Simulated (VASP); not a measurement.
# CsSnI3 (Pm-3m) in VASP: density of states with PBEsol

Aim: the density of states of CsSnI3 with PBEsol.

Program: VASP 6.6.1. These are calculated values, not measurements. Logs are shortened: lines on timing, memory, paths and dates and some standing lists are left out, and cuts for length are marked.

### Step 1. The cell of the first run

It takes space group Pm-3m (No. 221, cubic). Conventional cell: a = 6.134 Å, b = 6.134 Å, c = 6.134 Å, α = 90.00°, β = 90.00°, γ = 90.00°. Within 5.7 Å of Cs (site symmetry m-3m) lie 12 I at 4.34 Å and 8 Sn at 5.31 Å. Within 4.0 Å of Sn (site symmetry m-3m) lie 6 I at 3.07 Å. Within 4.0 Å of I (site symmetry 4/mmm) lie 2 Sn at 3.07 Å.

### Step 2. Density of states, PBEsol

Contents of POSCAR:

```
CsSnI3
1.0
    6.1340713840      0.0000000000      0.0000000000
    0.0000000000      6.1340713840      0.0000000000
    0.0000000000      0.0000000000      6.1340713840
Cs Sn I
1 1 3
Direct
    0.0000000000      0.0000000000      0.0000000000
    0.5000000000      0.5000000000      0.5000000000
    0.0000000000      0.5000000000      0.5000000000
    0.5000000000      0.0000000000      0.5000000000
    0.5000000000      0.5000000000      0.0000000000
```

Contents of INCAR.step1:

```
PREC = Accurate
ENCUT = 520
EDIFF = 1E-6
ISMEAR = 0
SIGMA = 0.01
LREAL = False
LASPH = True
NELM = 100
ALGO = Normal
ISIF = 2
LWAVE = False
LCHARG = True
GGA = PS
NBANDS = 30
```

Contents of KPOINTS.step1:

```
Automatic mesh
0
Gamma
  6 6 6
```

Contents of INCAR.step2:

```
PREC = Accurate
ENCUT = 520
EDIFF = 1E-6
ISMEAR = -5
SIGMA = 0.01
LREAL = False
LASPH = True
NELM = 100
ALGO = Normal
ISIF = 2
LWAVE = False
LCHARG = False
GGA = PS
LORBIT = 11
NBANDS = 30
NEDOS = 2001
ICHARG = 11
```

Contents of KPOINTS.step2:

```
Automatic mesh
0
Gamma
  9 9 9
```

Potentials or basis: VASP PAW PBE potentials, release 64 (Cs_sv, Sn_d, I).

Command:

```bash
cat potpaw_PBE.64/Cs_sv/POTCAR potpaw_PBE.64/Sn_d/POTCAR potpaw_PBE.64/I/POTCAR > POTCAR
cp INCAR.step1 INCAR
cp KPOINTS.step1 KPOINTS
mpirun -np 1 vasp_std > vasp.out
cp INCAR.step2 INCAR
cp KPOINTS.step2 KPOINTS
mpirun -np 1 vasp_std > vasp.out
```

OUTCAR:

```text
PREC = Accurate
   ENCUT = 520
   EDIFF = 1E-6
   ISMEAR = -5
   LREAL = False
   LASPH = True
   NELM = 100
   ISIF = 2
   GGA = PS
   LORBIT = 11
   ICHARG = 11

 ion  position               nearest neighbor table
   1  0.000  0.000  0.000-
   2  0.500  0.500  0.500-   3 3.07   4 3.07   5 3.07   5 3.07   4 3.07   3 3.07
   3  0.000  0.500  0.500-   2 3.07   2 3.07
   4  0.500  0.000  0.500-   2 3.07   2 3.07
   5  0.500  0.500  0.000-   2 3.07   2 3.07

  LATTYP: Found a simple cubic cell.
 ALAT       =     6.1340713840

  Lattice vectors:

 A1 = (   6.1340713840,   0.0000000000,   0.0000000000)
 A2 = (   0.0000000000,   6.1340713840,   0.0000000000)
 A3 = (   0.0000000000,   0.0000000000,   6.1340713840)

Analysis of symmetry for initial positions (statically):
=====================================================================
 Subroutine PRICEL returns:
 Original cell was already a primitive cell.

 Routine SETGRP: Setting up the symmetry group for a
 simple cubic supercell.

 Subroutine GETGRP returns: Found 48 space group operations
 (whereof 48 operations were pure point group operations)
 out of a pool of 48 trial point group operations.

The static configuration has the point symmetry O_h .

Analysis of symmetry for dynamics (positions and initial velocities):
=====================================================================
 Subroutine PRICEL returns:
 Original cell was already a primitive cell.

 Routine SETGRP: Setting up the symmetry group for a
 simple cubic supercell.

 Subroutine GETGRP returns: Found 48 space group operations
 (whereof 48 operations were pure point group operations)
 out of a pool of 48 trial point group operations.

The dynamic configuration has the point symmetry O_h .

 Subroutine INISYM returns: Found 48 space group operations
 (whereof 48 operations are pure point group operations),
 and found     1 'primitive' translations

----------------------------------------------------------------------------------------

                                     Primitive cell

  volume of cell :     230.8057

  direct lattice vectors                    reciprocal lattice vectors
     6.134071384  0.000000000  0.000000000     0.163023861  0.000000000  0.000000000
     0.000000000  6.134071384  0.000000000     0.000000000  0.163023861  0.000000000
     0.000000000  0.000000000  6.134071384     0.000000000  0.000000000  0.163023861
[... 102 lines left out ...]
   PSTRESS=    0.0 pullay stress
   NELECT =      44.0000    total number of electrons
   NUPDOWN=      -1.0000    fix difference up-down
   EMIN   =  10.00;   EMAX   =-10.00  energy-range for DOS
   EFERMI =   0.00;   METHOD = LEGACY
   ISMEAR =    -5;   SIGMA  =   0.01  broadening in eV -4-tet -1-fermi 0-gaus
   EFERMI_NEDOS =   21; number of points for ismear=-14 and -15
   IALGO  =     38    algorithm
   IMIX   =      4    mixing-type and parameters
     AMIX     =   0.40;   BMIX     =  1.00
     AMIX_MAG =   1.60;   BMIX_MAG =  1.00
  volume/ion in A,a.u.               =      46.16       311.51
  Fermi-wavevector in a.u.,A,eV,Ry     =   0.942201  1.780502 12.078473  0.887743
  Thomas-Fermi vector in A             =   2.069787
   LORBIT       =     11    0 simple, 1 ext, 2 COOP (PROOUT), +10 PAW based schemes
   GGA     = PS    functional components
   LHFCALC =     F    Hartree Fock is set to
   AEXX    =    0.0000 exact exchange contribution
   IVDW    =     0    specifies the selected vdW correction
   LEPSILON=     F    determine dielectric tensor
   LRPA    =     F    only Hartree local field effects (RPA)
 non-spin polarized calculation
 Fermi weights with tetrahedron method with Bloechl corrections
  energy-cutoff  :      520.00
  volume of cell :      230.81
 maximum number of plane-waves:      6236
 NGX is ok and might be reduce to    48

 number of electron      44.0000010 magnetization

 Free energy of the ion-electron system (eV)
  ---------------------------------------------------
  ext. energy  EPLUGINS =         0.00000000
  ---------------------------------------------------
  free energy    TOTEN  =       -15.09755054 eV

  energy without entropy =      -15.09755054  energy(sigma->0) =      -15.09755054

 E-fermi :   2.6748     XC(G=0):  -7.8373

 val. band max:        2.6633016372   @ k =   0.4444   0.4444   0.4444
 cond. band min:       3.5125351686   @ k =   0.4444   0.4444   0.4444
 fundamental gap:      0.8492335314
 Fermi energy:         2.6748252449

 k-point     1 :       0.0000    0.0000    0.0000
  band No.  band energies     occupation
      1     -19.2117      2.00000
      2     -18.9138      2.00000
      3     -18.9138      2.00000
      4     -18.8838      2.00000
      5     -18.8838      2.00000
      6     -18.8838      2.00000
[... 781 lines left out ...]
     29       7.6368      0.00000
     30       7.9667      0.00000

 [... further k-points ...]

------------------------ aborting loop because EDIFF is reached ----------------------------------------

  FORCE on cell =-STRESS in cart. coord.  units (eV):
  Direction    XX          YY          ZZ          XY          YZ          ZX
  --------------------------------------------------------------------------------------
  -------------------------------------------------------------------------------------
  Total       -0.1336051     -0.1336051     -0.1336051      0.0000000     -0.0000000     -0.0000000
  in kB       -0.9274427     -0.9274427     -0.9274427      0.0000000     -0.0000000     -0.0000000
  external PRESSURE =      -0.9274427 kB  Pullay stress =       0.0000000 kB

 VOLUME and BASIS-vectors are now :
 -----------------------------------------------------------------------------
  energy-cutoff  :      520.00
  volume of cell :      230.81
      direct lattice vectors                 reciprocal lattice vectors
     6.134071384  0.000000000  0.000000000     0.163023861  0.000000000  0.000000000
     0.000000000  6.134071384  0.000000000     0.000000000  0.163023861  0.000000000
     0.000000000  0.000000000  6.134071384     0.000000000  0.000000000  0.163023861

 POSITION                                       TOTAL-FORCE (eV/Angst)
 -----------------------------------------------------------------------------------
      0.00000      0.00000      0.00000         0.000000      0.000000      0.000000
      3.06704      3.06704      3.06704         0.000000      0.000000      0.000000
      0.00000      3.06704      3.06704         0.000000      0.000000      0.000000
      3.06704      0.00000      3.06704         0.000000      0.000000      0.000000
      3.06704      3.06704      0.00000         0.000000      0.000000      0.000000
 -----------------------------------------------------------------------------------
    total drift:                                0.000000     -0.000000     -0.000000

  FREE ENERGIE OF THE ION-ELECTRON SYSTEM (eV)
  ---------------------------------------------------
  free  energy   TOTEN  =       -15.0975505428 eV

  energy  without entropy=      -15.0975505428  energy(sigma->0) =      -15.09755054

 total charge

# of ion       s       p       d       tot
------------------------------------------
    1        1.840   4.696   0.013   6.550
    2        1.391   0.681   9.999  12.070
    3        1.509   2.772   0.013   4.294
    4        1.509   2.772   0.013   4.294
    5        1.509   2.772   0.013   4.294
--------------------------------------------------
tot          7.758  13.692  10.052  31.501
```

OSZICAR.step1:

```text
N       E                     dE             d eps       ncg     rms          rms(c)
DAV:   1     0.345486948007E+03    0.34549E+03   -0.17998E+04  1200   0.134E+03
DAV:   2     0.294634302083E+02   -0.31602E+03   -0.30120E+03  1388   0.283E+02
DAV:   3    -0.134471710785E+02   -0.42911E+02   -0.42318E+02  1448   0.115E+02
DAV:   4    -0.152368746908E+02   -0.17897E+01   -0.17854E+01  1514   0.268E+01
DAV:   5    -0.152935918903E+02   -0.56717E-01   -0.56710E-01  1778   0.463E+00    0.472E+00
DAV:   6    -0.150957963169E+02    0.19780E+00   -0.31594E-01  1572   0.322E+00    0.301E+00
DAV:   7    -0.150784463173E+02    0.17350E-01   -0.24188E-01  1584   0.212E+00    0.851E-01
DAV:   8    -0.150789444341E+02   -0.49812E-03   -0.38133E-02  1408   0.128E+00    0.295E-01
DAV:   9    -0.150790840039E+02   -0.13957E-03   -0.30346E-03  1522   0.433E-01    0.816E-02
DAV:  10    -0.150791855418E+02   -0.10154E-03   -0.44534E-04  1506   0.135E-01    0.294E-02
DAV:  11    -0.150792347999E+02   -0.49258E-04   -0.30591E-04  1492   0.115E-01    0.430E-02
DAV:  12    -0.150792267285E+02    0.80714E-05   -0.32192E-05  1528   0.301E-02    0.276E-02
DAV:  13    -0.150792250277E+02    0.17008E-05   -0.39961E-06  1390   0.112E-02    0.949E-03
DAV:  14    -0.150792238967E+02    0.11310E-05   -0.42944E-06  1476   0.154E-02    0.232E-03
DAV:  15    -0.150792240131E+02   -0.11639E-06   -0.40148E-07   816   0.277E-03
   1 F= -.15079224E+02 E0= -.15079224E+02  d E =-.305037E-12
```

Wall time 2.1 min (1 thread of Intel Xeon 6975P-C (Granite Rapids), shared host); peak memory 0.45 GiB.

Results:

```
Valence electrons inside the program's atomic spheres : Cs 6.55; Sn 12.07; I 4.29
```

Levels at points of the mesh, in eV from the valence-band top:
```csv
k point,band 20,band 21,band 22,band 23,band 24,band 25
"(0.00, 0.00, 0.00)",-1.84,-1.84,-1.84,2.44,3.34,3.34
```

Caveat: the PAW data sets were made with another functional, which shifts forces and pressure a little; spin-orbit coupling is left out, which moves the levels of the heavy elements.
